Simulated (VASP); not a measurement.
MgB2, 3 atoms in the cell. Symmetry: P6/mmm, No. 191, hexagonal system. The conventional cell has a = 3.062 Å, b = 3.062 Å, c = 3.452 Å, α = 90.00°, β = 90.00°, γ = 120.00°. Mg (site symmetry 6/mmm) has 12 B at 2.47 Å and 6 Mg at 3.06 Å within 3.3 Å. B (site symmetry -6m2) has 3 B at 1.77 Å within 2.3 Å. 

| Item | Value |
| --- | --- |
| Program | VASP 6.6.1 |
| Task | single point |
| Functional | r2SCAN |
| Potentials or basis | VASP PAW PBE potentials, release 64 (Mg, B) |
| Cutoff | 520 eV |
| k mesh | 8 × 8 × 6 |
| Occupations | gaussian, width 0.05 eV |
| Spin | no spin polarisation |
| Dipole correction | no |
| Further INCAR settings | ALGO = Normal; EDIFF = 1e-06; NBANDS = 11 |

Potentials or basis: VASP PAW PBE potentials, release 64 (Mg, B).

The run is started by

```bash
$ cat potpaw_PBE.64/Mg/POTCAR potpaw_PBE.64/B/POTCAR > POTCAR
$ cp INCAR.step1 INCAR
$ mpirun -np 1 vasp_std > vasp.out
$ cp INCAR.step2 INCAR
$ mpirun -np 1 vasp_std > vasp.out
```

Hardware: 1 thread of Intel(R) Xeon(R) Platinum 8375C CPU @ 2.90GHz (Ice Lake) (shared host).

Task: How long does it take, and how much memory?

Result: It took 26 s on 1 thread of Intel(R) Xeon(R) Platinum 8375C CPU @ 2.90GHz (Ice Lake), on a shared host, peak memory 0.15 GiB. Counts: k points 40.
